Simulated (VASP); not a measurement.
# Dy2B (Fm-3m) in VASP: notebook

Runs on Dy2B. Level: PBE. Tasks: single point, relaxation of cell and atoms.

Everything below comes from runs of VASP 6.6.1. Logs are shortened: lines on timing, memory, paths and dates and some standing lists are left out, and cuts for length are marked.

## 1. The cell of the first run

The structure is cubic, space group Fm-3m (No. 225). The conventional cell has a = 6.095 Å, b = 6.095 Å, c = 6.095 Å, α = 90.00°, β = 90.00°, γ = 90.00°. Within 3.5 Å of Dy (site symmetry -43m) lie 4 B at 2.64 Å and 6 Dy at 3.05 Å. Within 3.5 Å of B (site symmetry m-3m) lie 8 Dy at 2.64 Å.

The cell was built from a structure type or drawn by symmetry, and may not be a known phase.

## 2. Single point, PBE

Input file INCAR:

```
SYSTEM = Dy2B
PREC = Accurate
ENCUT = 500
EDIFF = 1E-6
ISMEAR = 0
SIGMA = 0.1
LREAL = .False.
LASPH = .True.
NELM = 200
ALGO = Normal
ISIF = 2
LWAVE = .False.
LCHARG = .False.
GGA = PE
NBANDS = 18
GGA_COMPAT = .False.
LMAXMIX = 6
```

Input file KPOINTS:

```
regular mesh
0
Gamma
  6 6 6
  0 0 0
```

Input file POSCAR:

```
Dy2B
1.0
    0.0000000000      3.0475870200      3.0475870200
    3.0475870200      0.0000000000      3.0475870200
    3.0475870200      3.0475870200      0.0000000000
Dy B
2 1
Direct
    0.7500000000      0.7500000000      0.7500000000
    0.2500000000      0.2500000000      0.2500000000
    0.0000000000      0.0000000000      0.0000000000
```

Potentials or basis: VASP PAW PBE potentials, release 64 (Dy_3, B), 4f in core.

Run with:

```console
$ cat potpaw_PBE.64/Dy_3/POTCAR potpaw_PBE.64/B/POTCAR > POTCAR
$ mpirun -np 1 vasp_std > vasp.out
```

OUTCAR:

```text
SYSTEM = Dy2B
   PREC = Accurate
   ENCUT = 500
   EDIFF = 1E-6
   ISMEAR = 0
   LREAL = .False.
   LASPH = .True.
   NELM = 200
   ISIF = 2
   GGA = PE

 ion  position               nearest neighbor table
   1  0.750  0.750  0.750-   3 2.64   3 2.64   3 2.64   3 2.64   2 3.05   2 3.05   2 3.05   2 3.05
                             2 3.05   2 3.05
   2  0.250  0.250  0.250-   3 2.64   3 2.64   3 2.64   3 2.64   1 3.05   1 3.05   1 3.05   1 3.05
                             1 3.05   1 3.05
   3  0.000  0.000  0.000-   1 2.64   1 2.64   1 2.64   1 2.64   2 2.64   2 2.64   2 2.64   2 2.64

  LATTYP: Found a face centered cubic cell.
 ALAT       =     6.0951740400

  Lattice vectors:

 A1 = (   0.0000000000,   3.0475870200,   3.0475870200)
 A2 = (   3.0475870200,   0.0000000000,   3.0475870200)
 A3 = (   3.0475870200,   3.0475870200,   0.0000000000)

Analysis of symmetry for initial positions (statically):
=====================================================================
 Subroutine PRICEL returns:
 Original cell was already a primitive cell.

 Routine SETGRP: Setting up the symmetry group for a
 face centered cubic supercell.

 Subroutine GETGRP returns: Found 48 space group operations
 (whereof 48 operations were pure point group operations)
 out of a pool of 48 trial point group operations.

The static configuration has the point symmetry O_h .

Analysis of symmetry for dynamics (positions and initial velocities):
=====================================================================
 Subroutine PRICEL returns:
 Original cell was already a primitive cell.

 Routine SETGRP: Setting up the symmetry group for a
 face centered cubic supercell.

 Subroutine GETGRP returns: Found 48 space group operations
 (whereof 48 operations were pure point group operations)
 out of a pool of 48 trial point group operations.

The dynamic configuration has the point symmetry O_h .

 Subroutine INISYM returns: Found 48 space group operations
 (whereof 48 operations are pure point group operations),
 and found     1 'primitive' translations

----------------------------------------------------------------------------------------

                                     Primitive cell

  volume of cell :      56.6107

  direct lattice vectors                    reciprocal lattice vectors
     0.000000000  3.047587020  3.047587020    -0.164064224  0.164064224  0.164064224
     3.047587020  0.000000000  3.047587020     0.164064224 -0.164064224  0.164064224
     3.047587020  3.047587020  0.000000000     0.164064224  0.164064224 -0.164064224

  length of vectors
     4.309938896  4.309938896  4.309938896     0.284167572  0.284167572  0.284167572

  position of ions in fractional coordinates (direct lattice)
     0.750000000  0.750000000  0.750000000
     0.250000000  0.250000000  0.250000000
     0.000000000  0.000000000  0.000000000

  ion indices of the primitive-cell ions
   primitive index   ion index
                 1           1
                 2           2
                 3           3

----------------------------------------------------------------------------------------

 KPOINTS: regular mesh

Automatic generation of k-mesh.
 Grid dimensions read from file:
 generate k-points for:    6    6    6

 Generating k-lattice:

  Cartesian coordinates                     Fractional coordinates (reciprocal lattice)
    -0.027344037  0.027344037  0.027344037     0.166666667  0.000000000  0.000000000
     0.027344037 -0.027344037  0.027344037     0.000000000  0.166666667  0.000000000
     0.027344037  0.027344037 -0.027344037     0.000000000  0.000000000  0.166666667

  Length of vectors
     0.047361262  0.047361262  0.047361262

  Shift w.r.t. Gamma in fractional coordinates (k-lattice)
     0.000000000  0.000000000  0.000000000

 Subroutine IBZKPT returns following result:
 ===========================================

 Found     16 irreducible k-points:

 Following reciprocal coordinates:
            Coordinates               Weight
  0.000000  0.000000  0.000000      1.000000
  0.166667  0.000000  0.000000      8.000000
  0.333333  0.000000  0.000000      8.000000
  0.500000  0.000000  0.000000      4.000000
  0.166667  0.166667  0.000000      6.000000
  0.333333  0.166667  0.000000     24.000000
[... 8 lines left out ...]
 -0.333333  0.333333  0.166667     24.000000
 -0.333333  0.500000  0.166667     12.000000
   k-points           NKPTS =     16   k-points in BZ     NKDIM =     16   number of bands    NBANDS=     18
   number of dos      NEDOS =    301   number of ions     NIONS =      3
   total plane-waves  NPLWV =  32768
   dimension x,y,z NGX =    32 NGY =   32 NGZ =   32
   dimension x,y,z NGXF=    64 NGYF=   64 NGZF=   64
   ions per type =               2   1
   NGX,Y,Z   is equivalent  to a cutoff of  12.34, 12.34, 12.34 a.u.
   NGXF,Y,Z  is equivalent  to a cutoff of  24.69, 24.69, 24.69 a.u.
 SYSTEM =  Dy2B
   PREC   = accura    normal or accurate (medium, high low for compatibility)
   ISTART =      0    job   : 0-new  1-cont  2-samecut
   ICHARG =      2    charge: 1-file 2-atom 10-const
   ISPIN  =      1    spin polarized calculation?
   LNONCOLLINEAR =      F non collinear calculations
   LSORBIT =      F    spin-orbit coupling
   LASPH  =      T    aspherical Exc in radial PAW
   ENCUT  =  500.0 eV  36.75 Ry    6.06 a.u.   7.86  7.86  7.86*2*pi/ulx,y,z
   NELM   =    200;   NELMIN=  2; NELMDL= -5     # of ELM steps
   EDIFF  = 0.1E-05   stopping-criterion for ELM
   LREAL  =      F    real-space projection
   EDIFFG = 0.1E-04   stopping-criterion for IOM
   NSW    =      0    number of steps for IOM
   IBRION =     -1    ionic relax: 0-MD 1-quasi-New 2-CG
   NFREE  =      0    steps in history (QN), initial steepest desc. (CG)
   ISIF   =      2    stress and relaxation
   ISYM   =      2    0-nonsym 1-usesym 2-fastsym
   POTIM  = 0.5000    time-step for ionic-motion
   TEBEG  =    0.0;   TEEND  =   0.0 temperature during run
   PSTRESS=    0.0 pullay stress
   NELECT =      21.0000    total number of electrons
   NUPDOWN=      -1.0000    fix difference up-down
   EMIN   =  10.00;   EMAX   =-10.00  energy-range for DOS
   EFERMI =   0.00;   METHOD = LEGACY
   ISMEAR =     0;   SIGMA  =   0.10  broadening in eV -4-tet -1-fermi 0-gaus
   EFERMI_NEDOS =   21; number of points for ismear=-14 and -15
   IALGO  =     38    algorithm
   IMIX   =      4    mixing-type and parameters
     AMIX     =   0.40;   BMIX     =  1.00
     AMIX_MAG =   1.60;   BMIX_MAG =  1.00
  volume/ion in A,a.u.               =      18.87       127.34
  Fermi-wavevector in a.u.,A,eV,Ry     =   1.176292  2.222870 18.825877  1.383663
  Thomas-Fermi vector in A             =   2.312658
   LORBIT       =      0    0 simple, 1 ext, 2 COOP (PROOUT), +10 PAW based schemes
   GGA     = PE    functional components
   LHFCALC =     F    Hartree Fock is set to
   AEXX    =    0.0000 exact exchange contribution
   IVDW    =     0    specifies the selected vdW correction
   LEPSILON=     F    determine dielectric tensor
   LRPA    =     F    only Hartree local field effects (RPA)
 non-spin polarized calculation
 Gauss-broadening in eV      SIGMA  =   0.10
  energy-cutoff  :      500.00
  volume of cell :       56.61
 maximum number of plane-waves:      1459
   NGX = 15   NGY = 15   NGZ = 15

 number of electron      20.9999999 magnetization

 Free energy of the ion-electron system (eV)
  ---------------------------------------------------
  ext. energy  EPLUGINS =         0.00000000
  ---------------------------------------------------
  free energy    TOTEN  =       -15.26756922 eV

  energy without entropy =      -15.25234368  energy(sigma->0) =      -15.25995645

 E-fermi :   4.2608     XC(G=0): -11.0019

 val. band max:        4.2179612930   @ k =   0.1667   0.1667   0.0000
 cond. band min:       4.3768663734   @ k =   0.3333   0.3333   0.0000
 fundamental gap:      0.1589050805
 Fermi energy:         4.2607899563

 k-point     1 :       0.0000    0.0000    0.0000
  band No.  band energies     occupation
      1     -18.8328      2.00000
      2     -18.8328      2.00000
      3     -18.8328      2.00000
      4     -17.8505      2.00000
      5     -17.8505      2.00000
      6     -17.8505      2.00000
[... 10 lines left out ...]
     17      11.6918      0.00000
     18      11.6918      0.00000

 k-point     2 :       0.1667    0.0000    0.0000
  band No.  band energies     occupation
      1     -18.7987      2.00000
      2     -18.7782      2.00000
      3     -18.7782      2.00000
      4     -17.9594      2.00000
      5     -17.9292      2.00000
      6     -17.9292      2.00000
[... 10 lines left out ...]
     17      12.0985      0.00000
     18      12.1037      0.00000

 k-point     3 :       0.3333    0.0000    0.0000
  band No.  band energies     occupation
      1     -18.6881      2.00000
      2     -18.6219      2.00000
      3     -18.6219      2.00000
      4     -18.2150      2.00000
      5     -18.1332      2.00000
      6     -18.1332      2.00000
[... 10 lines left out ...]
     17       9.5929      0.00000
     18       9.5929      0.00000

 k-point     4 :       0.5000    0.0000    0.0000
  band No.  band energies     occupation
      1     -18.5070      2.00000
      2     -18.4664      2.00000
      3     -18.3993      2.00000
      4     -18.3993      2.00000
      5     -18.3795      2.00000
      6     -18.3795      2.00000
[... 207 lines left out ...]
      4     -18.1137      2.00000
      5     -17.9516      2.00000
      6     -17.7082      2.00000
[... 10 lines left out ...]
     17      10.3036      0.00000
     18      10.7574      0.00000

 k-point    15 :      -0.3333    0.3333    0.1667
  band No.  band energies     occupation
      1     -19.0925      2.00000
      2     -19.0616      2.00000
      3     -18.4159      2.00000
      4     -18.4157      2.00000
      5     -17.7496      2.00000
      6     -17.7419      2.00000
[... 10 lines left out ...]
     17       9.4662      0.00000
     18       9.7809      0.00000

 k-point    16 :      -0.3333    0.5000    0.1667
  band No.  band energies     occupation
      1     -19.2381      2.00000
      2     -19.1126      2.00000
      3     -18.7404      2.00000
      4     -18.0697      2.00000
      5     -17.6724      2.00000
      6     -17.6070      2.00000
[... 10 lines left out ...]
     17       9.2716      0.00000
     18      11.0234      0.00000

------------------------ aborting loop because EDIFF is reached ----------------------------------------

  FORCE on cell =-STRESS in cart. coord.  units (eV):
  Direction    XX          YY          ZZ          XY          YZ          ZX
  --------------------------------------------------------------------------------------
  -------------------------------------------------------------------------------------
  Total        4.6301062      4.6301062      4.6301062      0.0000000     -0.0000000      0.0000000
  in kB      131.0397907    131.0397907    131.0397907      0.0000000     -0.0000000      0.0000000
  external PRESSURE =     131.0397907 kB  Pullay stress =       0.0000000 kB

 VOLUME and BASIS-vectors are now :
 -----------------------------------------------------------------------------
  energy-cutoff  :      500.00
  volume of cell :       56.61
      direct lattice vectors                 reciprocal lattice vectors
     0.000000000  3.047587020  3.047587020    -0.164064224  0.164064224  0.164064224
     3.047587020  0.000000000  3.047587020     0.164064224 -0.164064224  0.164064224
     3.047587020  3.047587020  0.000000000     0.164064224  0.164064224 -0.164064224

 POSITION                                       TOTAL-FORCE (eV/Angst)
 -----------------------------------------------------------------------------------
      4.57138      4.57138      4.57138        -0.000000     -0.000000     -0.000000
      1.52379      1.52379      1.52379         0.000000      0.000000      0.000000
      0.00000      0.00000      0.00000        -0.000000     -0.000000     -0.000000
 -----------------------------------------------------------------------------------
    total drift:                               -0.000000     -0.000000      0.000000

  FREE ENERGIE OF THE ION-ELECTRON SYSTEM (eV)
  ---------------------------------------------------
  free  energy   TOTEN  =       -15.2675692170 eV

  energy  without entropy=      -15.2523436782  energy(sigma->0) =      -15.25995645
```

Wall time 12 s (1 thread of Intel Xeon Platinum 8259CL at 2.50GHz (Skylake/Cascade Lake), shared host); peak memory 0.18 GiB.

Results:

```
Free energy            : -15.2676 eV
Pressure               : 13.1 GPa
Band gap on the k mesh : zero (an odd number of electrons rules out a gap without spin polarisation)
```

Levels at points of the mesh, in eV from the Fermi level:
```
           k point  band 7  band 8  band 9  band 10  band 11  band 12  band 13  band 14
(0.00, 0.00, 0.00)   -7.50   -2.70   -2.70    -2.70    -0.67    -0.67     2.03     7.10
(0.50, 0.00, 0.00)   -5.77   -2.33   -1.08    -1.08     1.68     1.68     1.92     3.56
(0.50, 0.50, 0.00)   -5.78   -3.33   -0.66     0.29     0.29     0.44     0.52     4.35
```

Caveat: the cell stands under pressure; spin-orbit coupling is left out, which moves the levels of the heavy elements; the 4f electrons are frozen in the core, so they carry no moment and show no levels. Spin polarisation is off, so any magnetic state and its effect on volume and gap are missing.

## 3. Single point, PBE

This run uses another cell than the first one, of 21.63 Å³/atom.

Input file INCAR:

```
ALGO = Normal ; EDIFF = 1E-6
ENCUT = 500 ; GGA = PE
GGA_COMPAT = F ; ISIF = 2
ISMEAR = 0 ; LASPH = T
LCHARG = F ; LMAXMIX = 6
LREAL = F ; LWAVE = F
NBANDS = 18 ; NELM = 200
PREC = Accurate ; SIGMA = 0.1
```

Input file KPOINTS:

```
k-points
0
Gamma
  6 6 6
```

Input file POSCAR:

```
Dy2B
1.0
    0.0000000000      3.1895519902      3.1895519902
    3.1895519902      0.0000000000      3.1895519902
    3.1895519902      3.1895519902      0.0000000000
Dy B
2 1
Direct
    0.7500000000      0.7500000000      0.7500000000
    0.2500000000      0.2500000000      0.2500000000
    0.0000000000      0.0000000000      0.0000000000
```

Potentials or basis: VASP PAW PBE potentials, release 64 (Dy_3, B), 4f in core.

Run with:

```console
$ cat potpaw_PBE.64/Dy_3/POTCAR potpaw_PBE.64/B/POTCAR > POTCAR
$ mpirun -np 1 vasp_std > vasp.out
```

OUTCAR:

```text
EDIFF = 1E-6
   ENCUT = 500
   GGA = PE
   ISIF = 2
   ISMEAR = 0
   LASPH = T
   LREAL = F
   NELM = 200
   PREC = Accurate

 ion  position               nearest neighbor table
   1  0.750  0.750  0.750-   3 2.76   3 2.76   3 2.76   3 2.76   2 3.19   2 3.19   2 3.19   2 3.19
                             2 3.19   2 3.19
   2  0.250  0.250  0.250-   3 2.76   3 2.76   3 2.76   3 2.76   1 3.19   1 3.19   1 3.19   1 3.19
                             1 3.19   1 3.19
   3  0.000  0.000  0.000-   1 2.76   1 2.76   1 2.76   1 2.76   2 2.76   2 2.76   2 2.76   2 2.76

  LATTYP: Found a face centered cubic cell.
 ALAT       =     6.3791039804

  Lattice vectors:

 A1 = (   0.0000000000,   3.1895519902,   3.1895519902)
 A2 = (   3.1895519902,   0.0000000000,   3.1895519902)
 A3 = (   3.1895519902,   3.1895519902,   0.0000000000)

Analysis of symmetry for initial positions (statically):
=====================================================================
 Subroutine PRICEL returns:
 Original cell was already a primitive cell.

 Routine SETGRP: Setting up the symmetry group for a
 face centered cubic supercell.
[... 158 lines left out ...]

  energy without entropy =      -15.57946388  energy(sigma->0) =      -15.58495084

 E-fermi :   3.4991     XC(G=0): -10.3996

 val. band max:        3.4958890742   @ k =   0.3333   0.3333   0.0000
 cond. band min:       3.5215117376   @ k =   0.1667   0.1667   0.0000
 fundamental gap:      0.0256226634
 Fermi energy:         3.4990626220

 k-point     1 :       0.0000    0.0000    0.0000
  band No.  band energies     occupation
      1     -19.7668      2.00000
      2     -19.7668      2.00000
      3     -19.7668      2.00000
      4     -19.0891      2.00000
      5     -19.0891      2.00000
      6     -19.0891      2.00000
[... 313 lines left out ...]
      5     -18.9746      2.00000
      6     -18.9320      2.00000
[... 10 lines left out ...]
     17       7.9790      0.00000
     18       9.4385      0.00000

------------------------ aborting loop because EDIFF is reached ----------------------------------------

  FORCE on cell =-STRESS in cart. coord.  units (eV):
  Direction    XX          YY          ZZ          XY          YZ          ZX
  --------------------------------------------------------------------------------------
  -------------------------------------------------------------------------------------
  Total        0.2198983      0.2198983      0.2198983      0.0000000      0.0000000      0.0000000
  in kB        5.4289203      5.4289203      5.4289203      0.0000000      0.0000000      0.0000000
  external PRESSURE =       5.4289203 kB  Pullay stress =       0.0000000 kB

 VOLUME and BASIS-vectors are now :
 -----------------------------------------------------------------------------
  energy-cutoff  :      500.00
  volume of cell :       64.90
      direct lattice vectors                 reciprocal lattice vectors
     0.000000000  3.189551990  3.189551990    -0.156761828  0.156761828  0.156761828
     3.189551990  0.000000000  3.189551990     0.156761828 -0.156761828  0.156761828
     3.189551990  3.189551990  0.000000000     0.156761828  0.156761828 -0.156761828

 POSITION                                       TOTAL-FORCE (eV/Angst)
 -----------------------------------------------------------------------------------
      4.78433      4.78433      4.78433        -0.000000     -0.000000     -0.000000
      1.59478      1.59478      1.59478         0.000000      0.000000      0.000000
      0.00000      0.00000      0.00000         0.000000     -0.000000     -0.000000
 -----------------------------------------------------------------------------------
    total drift:                                0.000000      0.000000      0.000000

  FREE ENERGIE OF THE ION-ELECTRON SYSTEM (eV)
  ---------------------------------------------------
  free  energy   TOTEN  =       -15.5904377976 eV

  energy  without entropy=      -15.5794638835  energy(sigma->0) =      -15.58495084
```

OSZICAR:

```text
N       E                     dE             d eps       ncg     rms          rms(c)
DAV:   1     0.730374840077E+02    0.73037E+02   -0.94582E+03   576   0.103E+03
DAV:   2    -0.107143525126E+02   -0.83752E+02   -0.81687E+02   576   0.299E+02
DAV:   3    -0.171770659663E+02   -0.64627E+01   -0.63011E+01   832   0.469E+01
DAV:   4    -0.173457596732E+02   -0.16869E+00   -0.16731E+00   750   0.788E+00
DAV:   5    -0.173482243552E+02   -0.24647E-02   -0.24601E-02   828   0.985E-01    0.315E+01
DAV:   6    -0.155381626647E+02    0.18101E+01   -0.95308E+00   770   0.103E+01    0.195E+01
DAV:   7    -0.155866365000E+02   -0.48474E-01   -0.47462E-01   714   0.374E+00    0.103E+01
DAV:   8    -0.155924771667E+02   -0.58407E-02   -0.41539E-02   740   0.111E+00    0.119E+00
DAV:   9    -0.155903834689E+02    0.20937E-02   -0.13586E-02   708   0.413E-01    0.208E-01
DAV:  10    -0.155904511751E+02   -0.67706E-04   -0.74404E-04   760   0.167E-01    0.680E-02
DAV:  11    -0.155904398925E+02    0.11283E-04   -0.80853E-05   802   0.455E-02    0.158E-02
DAV:  12    -0.155904380768E+02    0.18157E-05   -0.64842E-06   726   0.139E-02    0.723E-03
DAV:  13    -0.155904377976E+02    0.27913E-06   -0.31063E-07   378   0.491E-03
   1 F= -.15590438E+02 E0= -.15584951E+02  d E =-.109739E-01
```

stdout:

```text
POSCAR found type information on POSCAR DyB
 POSCAR found :  2 types and       3 ions
 scaLAPACK will be used
 LDA part: xc-table for (Slater+PW92), standard interpolation
 POSCAR, INCAR and KPOINTS ok, starting setup
 FFT: planning ... GRIDC
 FFT: planning ... GRID_SOFT
 FFT: planning ... GRID
 WAVECAR not read
 entering main loop
```

Wall time 18 s (1 thread of Intel Xeon Platinum 8259CL at 2.50GHz (Skylake/Cascade Lake), shared host); peak memory 0.21 GiB.

What came out:

| Quantity | Value |
| --- | --- |
| Free energy | -15.5904 eV |
| Pressure | 0.5 GPa |
| Band gap on the k mesh | zero (an odd number of electrons rules out a gap without spin polarisation) |

Caveat: spin-orbit coupling is left out, which moves the levels of the heavy elements; the 4f electrons are frozen in the core, so they carry no moment and show no levels. Spin polarisation is off, so any magnetic state and its effect on volume and gap are missing.

(Continued in part 2 of 2.)
